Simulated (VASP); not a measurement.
# Cs (Im-3m) in VASP: notebook

Runs on Cs. Level: PBE. Tasks: single point, relaxation of cell and atoms.

All numbers are computed with VASP 6.6.1; they aren't measurements. Logs are shortened: lines on timing, memory, paths and dates and some standing lists are left out, and cuts for length are marked.

**1. The cell of the first run**

The structure is cubic, space group Im-3m (No. 229). Conventional cell: a = 5.900 Å, b = 5.900 Å, c = 5.900 Å, α = 90.00°, β = 90.00°, γ = 90.00°.

**2. Single point, PBE**

Input file INCAR:

```
ALGO = Normal
EDIFF = 1E-6
ENCUT = 520
GGA = PE
ISIF = 2
ISMEAR = -1
LASPH = True
LCHARG = False
LREAL = False
LWAVE = False
NBANDS = 10
NELM = 100
PREC = Accurate
SIGMA = 0.05
```

Input file KPOINTS:

```
k-points
0
Gamma
  9 9 9
```

Input file POSCAR:

```
Cs
1.0
   -2.9499058574      2.9499058574      2.9499058574
    2.9499058574     -2.9499058574      2.9499058574
    2.9499058574      2.9499058574     -2.9499058574
Cs
1
Direct
    0.0000000000      0.0000000000      0.0000000000
```

Potentials or basis: VASP PAW PBE potentials, release 64 (Cs_sv).

Command:

```
$ cat potpaw_PBE.64/Cs_sv/POTCAR > POTCAR
$ mpirun -np 1 vasp_std > vasp.out
```

OUTCAR:

```text
EDIFF = 1E-6
   ENCUT = 520
   GGA = PE
   ISIF = 2
   ISMEAR = -1
   LASPH = True
   LREAL = False
   NELM = 100
   PREC = Accurate

 ion  position               nearest neighbor table
   1  0.000  0.000  0.000-

  LATTYP: Found a body centered cubic cell.
 ALAT       =     5.8998117148

  Lattice vectors:

 A1 = (  -2.9499058574,   2.9499058574,   2.9499058574)
 A2 = (   2.9499058574,  -2.9499058574,   2.9499058574)
 A3 = (   2.9499058574,   2.9499058574,  -2.9499058574)

Analysis of symmetry for initial positions (statically):
=====================================================================
 Subroutine PRICEL returns:
 Original cell was already a primitive cell.

 Routine SETGRP: Setting up the symmetry group for a
 body centered cubic supercell.

 Subroutine GETGRP returns: Found 48 space group operations
 (whereof 48 operations were pure point group operations)
 out of a pool of 48 trial point group operations.

The static configuration has the point symmetry O_h .

Analysis of symmetry for dynamics (positions and initial velocities):
=====================================================================
 Subroutine PRICEL returns:
 Original cell was already a primitive cell.

 Routine SETGRP: Setting up the symmetry group for a
 body centered cubic supercell.

 Subroutine GETGRP returns: Found 48 space group operations
 (whereof 48 operations were pure point group operations)
 out of a pool of 48 trial point group operations.

The dynamic configuration has the point symmetry O_h .

 Subroutine INISYM returns: Found 48 space group operations
 (whereof 48 operations are pure point group operations),
 and found     1 'primitive' translations

----------------------------------------------------------------------------------------

                                     Primitive cell

  volume of cell :     102.6797

  direct lattice vectors                    reciprocal lattice vectors
    -2.949905857  2.949905857  2.949905857     0.000000000  0.169496935  0.169496935
     2.949905857 -2.949905857  2.949905857     0.169496935  0.000000000  0.169496935
     2.949905857  2.949905857 -2.949905857     0.169496935  0.169496935  0.000000000

  length of vectors
     5.109386823  5.109386823  5.109386823     0.239704864  0.239704864  0.239704864

  position of ions in fractional coordinates (direct lattice)
     0.000000000  0.000000000  0.000000000

  ion indices of the primitive-cell ions
   primitive index   ion index
                 1           1

----------------------------------------------------------------------------------------

 KPOINTS: k-points

Automatic generation of k-mesh.
 Grid dimensions read from file:
 generate k-points for:    9    9    9

 Generating k-lattice:

  Cartesian coordinates                     Fractional coordinates (reciprocal lattice)
     0.000000000  0.018832993  0.018832993     0.111111111  0.000000000  0.000000000
     0.018832993  0.000000000  0.018832993     0.000000000  0.111111111  0.000000000
     0.018832993  0.018832993  0.000000000     0.000000000  0.000000000  0.111111111

  Length of vectors
     0.026633874  0.026633874  0.026633874

  Shift w.r.t. Gamma in fractional coordinates (k-lattice)
     0.000000000  0.000000000  0.000000000

 Subroutine IBZKPT returns following result:
 ===========================================

 Found     35 irreducible k-points:

 Following reciprocal coordinates:
            Coordinates               Weight
  0.000000  0.000000  0.000000      1.000000
  0.111111  0.000000  0.000000     12.000000
  0.222222  0.000000  0.000000     12.000000
  0.333333  0.000000  0.000000     12.000000
  0.444444  0.000000  0.000000     12.000000
  0.111111  0.111111  0.000000     24.000000
[... 16 lines left out ...]
 -0.333333  0.444444  0.111111     48.000000
 -0.444444 -0.444444  0.111111     24.000000
 [... further k-points ...]
   k-points           NKPTS =     35   k-points in BZ     NKDIM =     35   number of bands    NBANDS=     10
   number of dos      NEDOS =    301   number of ions     NIONS =      1
   total plane-waves  NPLWV =  64000
   dimension x,y,z NGX =    40 NGY =   40 NGZ =   40
   dimension x,y,z NGXF=    80 NGYF=   80 NGZF=   80
   ions per type =               1
   NGX,Y,Z   is equivalent  to a cutoff of  13.01, 13.01, 13.01 a.u.
   NGXF,Y,Z  is equivalent  to a cutoff of  26.03, 26.03, 26.03 a.u.
 SYSTEM =  unknown system
   PREC   = accura    normal or accurate (medium, high low for compatibility)
   ISTART =      0    job   : 0-new  1-cont  2-samecut
   ICHARG =      2    charge: 1-file 2-atom 10-const
   ISPIN  =      1    spin polarized calculation?
   LNONCOLLINEAR =      F non collinear calculations
   LSORBIT =      F    spin-orbit coupling
   LASPH  =      T    aspherical Exc in radial PAW
   ENCUT  =  520.0 eV  38.22 Ry    6.18 a.u.   9.50  9.50  9.50*2*pi/ulx,y,z
   NELM   =    100;   NELMIN=  2; NELMDL= -5     # of ELM steps
   EDIFF  = 0.1E-05   stopping-criterion for ELM
   LREAL  =      F    real-space projection
   EDIFFG = 0.1E-04   stopping-criterion for IOM
   NSW    =      0    number of steps for IOM
   IBRION =     -1    ionic relax: 0-MD 1-quasi-New 2-CG
   NFREE  =      0    steps in history (QN), initial steepest desc. (CG)
   ISIF   =      2    stress and relaxation
   ISYM   =      2    0-nonsym 1-usesym 2-fastsym
   POTIM  = 0.5000    time-step for ionic-motion
   TEBEG  =    0.0;   TEEND  =   0.0 temperature during run
   PSTRESS=    0.0 pullay stress
   NELECT =       9.0000    total number of electrons
   NUPDOWN=      -1.0000    fix difference up-down
   EMIN   =  10.00;   EMAX   =-10.00  energy-range for DOS
   EFERMI =   0.00;   METHOD = LEGACY
   ISMEAR =    -1;   SIGMA  =   0.05  broadening in eV -4-tet -1-fermi 0-gaus
   EFERMI_NEDOS =   21; number of points for ismear=-14 and -15
   IALGO  =     38    algorithm
   IMIX   =      4    mixing-type and parameters
     AMIX     =   0.40;   BMIX     =  1.00
     AMIX_MAG =   1.60;   BMIX_MAG =  1.00
  volume/ion in A,a.u.               =     102.68       692.92
  Fermi-wavevector in a.u.,A,eV,Ry     =   0.727212  1.374231  7.195262  0.528837
  Thomas-Fermi vector in A             =   1.818379
   LORBIT       =      0    0 simple, 1 ext, 2 COOP (PROOUT), +10 PAW based schemes
   GGA     = PE    functional components
   LHFCALC =     F    Hartree Fock is set to
   AEXX    =    0.0000 exact exchange contribution
   IVDW    =     0    specifies the selected vdW correction
   LEPSILON=     F    determine dielectric tensor
   LRPA    =     F    only Hartree local field effects (RPA)
 non-spin polarized calculation
  energy-cutoff  :      520.00
  volume of cell :      102.68
 maximum number of plane-waves:      2785
 NGX is ok and might be reduce to    40
   NGX = 19   NGY = 19   NGZ = 19

 number of electron       9.0000002 magnetization

 Free energy of the ion-electron system (eV)
  ---------------------------------------------------
  ext. energy  EPLUGINS =         0.00000000
  ---------------------------------------------------
  free energy    TOTEN  =        -0.84469953 eV

  energy without entropy =       -0.83463182  energy(sigma->0) =       -0.83966568

 E-fermi :   0.7551     XC(G=0):  -5.7008

 val. band max:        0.6482440014   @ k =   0.4444   0.0000   0.0000
 cond. band min:       0.7595142516   @ k =  -0.3333   0.4444   0.1111
 fundamental gap:      0.1112702502
 Fermi energy:         0.7551346192

 k-point     1 :       0.0000    0.0000    0.0000
  band No.  band energies     occupation
      1     -23.0474      2.00000
      2      -9.7690      2.00000
      3      -9.7690      2.00000
      4      -9.7690      2.00000
      5      -1.0394      2.00000
      6       3.3135      0.00000
      7       3.3135      0.00000
      8       3.3135      0.00000
      9       4.2558      0.00000
     10       4.2558      0.00000

 k-point     2 :       0.1111    0.0000    0.0000
  band No.  band energies     occupation
      1     -23.0461      2.00000
      2      -9.7936      2.00000
      3      -9.7767      2.00000
      4      -9.7691      2.00000
      5      -0.8866      2.00000
      6       3.1541      0.00000
      7       3.1640      0.00000
      8       3.4688      0.00000
      9       4.0457      0.00000
     10       4.2288      0.00000

 k-point     3 :       0.2222    0.0000    0.0000
  band No.  band energies     occupation
      1     -23.0427      2.00000
      2      -9.8545      2.00000
      3      -9.7962      2.00000
      4      -9.7693      2.00000
      5      -0.4611      2.00000
      6       2.6529      0.00000
      7       2.8349      0.00000
      8       3.9253      0.00000
      9       4.0573      0.00000
     10       4.2318      0.00000

 k-point     4 :       0.3333    0.0000    0.0000
  band No.  band energies     occupation
      1     -23.0388      2.00000
      2      -9.9214      2.00000
      3      -9.8181      2.00000
      4      -9.7696      2.00000
      5       0.1300      1.99999
      6       2.1373      0.00000
      7       2.5547      0.00000
      8       4.2051      0.00000
      9       4.3747      0.00000
     10       4.6528      0.00000
[... 222 lines left out ...]
 k-point    22 :      -0.4444    0.4444    0.1111
  band No.  band energies     occupation
      1     -23.0353      2.00000
      2      -9.9573      2.00000
      3      -9.8412      2.00000
      4      -9.7869      2.00000
      5       0.7905      0.66052
      6       1.7613      0.00000
      7       2.5341      0.00000
      8       3.5590      0.00000
      9       4.6614      0.00000
     10       5.5060      0.00000

 k-point    23 :      -0.3333    0.4444    0.1111
  band No.  band energies     occupation
      1     -23.0350      2.00000
      2      -9.9338      2.00000
      3      -9.8538      2.00000
      4      -9.8010      2.00000
      5       0.7595      0.95623
      6       1.8625      0.00000
      7       2.5291      0.00000
      8       3.5570      0.00000
      9       4.3614      0.00000
     10       5.1174      0.00000

 k-point    24 :      -0.4444   -0.4444    0.1111
  band No.  band energies     occupation
      1     -23.0338      2.00000
      2      -9.9491      2.00000
      3      -9.8643      2.00000
      4      -9.8008      2.00000
      5       1.1369      0.00097
      6       1.6357      0.00000
      7       2.3940      0.00000
      8       3.4943      0.00000
      9       4.5792      0.00000
     10       5.4921      0.00000

 [... further k-points ...]

------------------------ aborting loop because EDIFF is reached ----------------------------------------

  FORCE on cell =-STRESS in cart. coord.  units (eV):
  Direction    XX          YY          ZZ          XY          YZ          ZX
  --------------------------------------------------------------------------------------
  -------------------------------------------------------------------------------------
  Total        0.1979452      0.1979452      0.1979452      0.0000000      0.0000000      0.0000000
  in kB        3.0886678      3.0886678      3.0886678      0.0000000      0.0000000      0.0000000
  external PRESSURE =       3.0886678 kB  Pullay stress =       0.0000000 kB

 VOLUME and BASIS-vectors are now :
 -----------------------------------------------------------------------------
  energy-cutoff  :      520.00
  volume of cell :      102.68
      direct lattice vectors                 reciprocal lattice vectors
    -2.949905857  2.949905857  2.949905857     0.000000000  0.169496935  0.169496935
     2.949905857 -2.949905857  2.949905857     0.169496935  0.000000000  0.169496935
     2.949905857  2.949905857 -2.949905857     0.169496935  0.169496935  0.000000000

 POSITION                                       TOTAL-FORCE (eV/Angst)
 -----------------------------------------------------------------------------------
      0.00000      0.00000      0.00000        -0.000000     -0.000000     -0.000000
 -----------------------------------------------------------------------------------
    total drift:                               -0.000000     -0.000000     -0.000000

  FREE ENERGIE OF THE ION-ELECTRON SYSTEM (eV)
  ---------------------------------------------------
  free  energy   TOTEN  =        -0.8446995345 eV

  energy  without entropy=       -0.8346318228  energy(sigma->0) =       -0.83966568
```

Run time: 22 s. Hardware: 1 thread of Intel Xeon Platinum 8488C (Sapphire Rapids), shared host; peak memory 0.24 GiB.

What came out:

- Free energy: -0.8447 eV
- Pressure: 0.3 GPa
- Band gap on the k mesh: zero (an odd number of electrons rules out a gap without spin polarisation)

Caveat: spin-orbit coupling is left out, which moves the levels of the heavy elements.

**3. Relaxation of cell and atoms, PBE, target pressure 0.31 GPa, at which the enthalpy is minimised**

Input file INCAR:

```
PREC = Accurate
ENCUT = 600
EDIFF = 1E-6
ISMEAR = -1
SIGMA = 0.05
LREAL = F
LASPH = T
NELM = 60
ALGO = Normal
ISIF = 3
LWAVE = F
LCHARG = F
GGA = PE
IBRION = 2
NSW = 60
EDIFFG = -0.005
PSTRESS = 3.1
```

Input file KPOINTS:

```
regular mesh
0
Gamma
  9 9 9
```

POSCAR is that of step 2.

Potentials or basis: VASP PAW PBE potentials, release 64 (Cs_sv).

Command:

```
$ cat potpaw_PBE.64/Cs_sv/POTCAR > POTCAR
$ mpirun -np 1 vasp_std > vasp.out
```

Run time: 25 s. Hardware: 1 thread of Intel Xeon Platinum 8488C (Sapphire Rapids), shared host; peak memory 0.26 GiB.

Results (log left out):

```
Free energy             : -0.8447 eV
Pressure after relaxing : 0.3 GPa
Band gap on the k mesh  : zero (an odd number of electrons rules out a gap without spin polarisation)
```

Final structure:
```
Cs
1.0
    -2.94991    2.94991    2.94991
     2.94991   -2.94991    2.94991
     2.94991    2.94991   -2.94991
Cs
1
Direct
  0.00000 0.00000 0.00000
```

Levels at points of the mesh, in eV from the Fermi level:
```csv
k point,band 1,band 2,band 3,band 4,band 5,band 6,band 7,band 8
"(0.00, 0.00, 0.00)",-23.80,-10.52,-10.52,-10.52,-1.79,2.56,2.56,2.56
```

Caveat: the cell is relaxed towards a set pressure, so the run minimises the enthalpy, not the energy; spin-orbit coupling is left out, which moves the levels of the heavy elements.

**4. Relaxation of cell and atoms, PBE, target pressure 0.31 GPa, at which the enthalpy is minimised**

Input file INCAR:

```
SYSTEM = Cs
ALGO = Normal ; EDIFF = 1E-6
EDIFFG = -0.005 ; ENCUT = 600
GGA = PE ; IBRION = 2
ISIF = 3 ; ISMEAR = -1
LASPH = .TRUE. ; LCHARG = .FALSE.
LREAL = .FALSE. ; LWAVE = .FALSE.
NELM = 80 ; NSW = 32
PREC = Accurate ; PSTRESS = 3.1
SIGMA = 0.05
```

Input file KPOINTS:

```
k-points
0
G
  9 9 9
  0 0 0
```

POSCAR is that of step 3.

Potentials or basis: VASP PAW PBE potentials, release 64 (Cs_sv).

Command:

```
$ cat potpaw_PBE.64/Cs_sv/POTCAR > POTCAR
$ mpirun -np 1 vasp_std > vasp.out
```

OUTCAR:

```text
SYSTEM = Cs
   EDIFF = 1E-6
   EDIFFG = -0.005
   ENCUT = 600
   GGA = PE
   IBRION = 2
   ISIF = 3
   ISMEAR = -1
   LASPH = .TRUE.
   LREAL = .FALSE.
   NELM = 80
   NSW = 32
   PREC = Accurate
   PSTRESS = 3.1

 ion  position               nearest neighbor table
   1  0.000  0.000  0.000-

  LATTYP: Found a body centered cubic cell.
 ALAT       =     5.8998117148

  Lattice vectors:

 A1 = (  -2.9499058574,   2.9499058574,   2.9499058574)
 A2 = (   2.9499058574,  -2.9499058574,   2.9499058574)
[... 449 lines left out ...]

  FORCE on cell =-STRESS in cart. coord.  units (eV):
  Direction    XX          YY          ZZ          XY          YZ          ZX
  --------------------------------------------------------------------------------------
  -------------------------------------------------------------------------------------
  Total        0.2004424      0.2004424      0.2004424      0.0000000     -0.0000000     -0.0000000
  in kB        3.1276324      3.1276324      3.1276324      0.0000000     -0.0000000     -0.0000000
  external PRESSURE =       0.0276324 kB  Pullay stress =       3.1000000 kB

 VOLUME and BASIS-vectors are now :
 -----------------------------------------------------------------------------
  energy-cutoff  :      600.00
  volume of cell :      102.68
      direct lattice vectors                 reciprocal lattice vectors
    -2.949905857  2.949905857  2.949905857     0.000000000  0.169496935  0.169496935
     2.949905857 -2.949905857  2.949905857     0.169496935  0.000000000  0.169496935
     2.949905857  2.949905857 -2.949905857     0.169496935  0.169496935  0.000000000

 POSITION                                       TOTAL-FORCE (eV/Angst)
 -----------------------------------------------------------------------------------
      0.00000      0.00000      0.00000        -0.000000      0.000000      0.000000
 -----------------------------------------------------------------------------------
    total drift:                               -0.000000      0.000000     -0.000000

  FREE ENERGIE OF THE ION-ELECTRON SYSTEM (eV)
  ---------------------------------------------------
  free  energy   TOTEN  =        -0.8447473811 eV

  energy  without entropy=       -0.8346801026  energy(sigma->0) =       -0.83971374

  enthalpy is  TOTEN    =        -0.6460758808 eV   P V=        0.1986715003

 reached required accuracy - stopping structural energy minimisation
```

Run time: 30 s. Hardware: 1 thread of Intel Xeon Platinum 8488C (Sapphire Rapids), shared host; peak memory 0.25 GiB.

What came out:

- Free energy: -0.8447 eV
- Pressure after relaxing: 0.3 GPa
- Band gap on the k mesh: zero (an odd number of electrons rules out a gap without spin polarisation)

Final structure:
```
Cs
1.0
    -2.94991    2.94991    2.94991
     2.94991   -2.94991    2.94991
     2.94991    2.94991   -2.94991
Cs
1
Cartesian
  0.0000 0.0000 0.0000
```

Caveat: the cell is relaxed towards a set pressure, so the run minimises the enthalpy, not the energy; spin-orbit coupling is left out, which moves the levels of the heavy elements.

The gap in the log of VASP goes by the Fermi energy; the results here count the filled bands.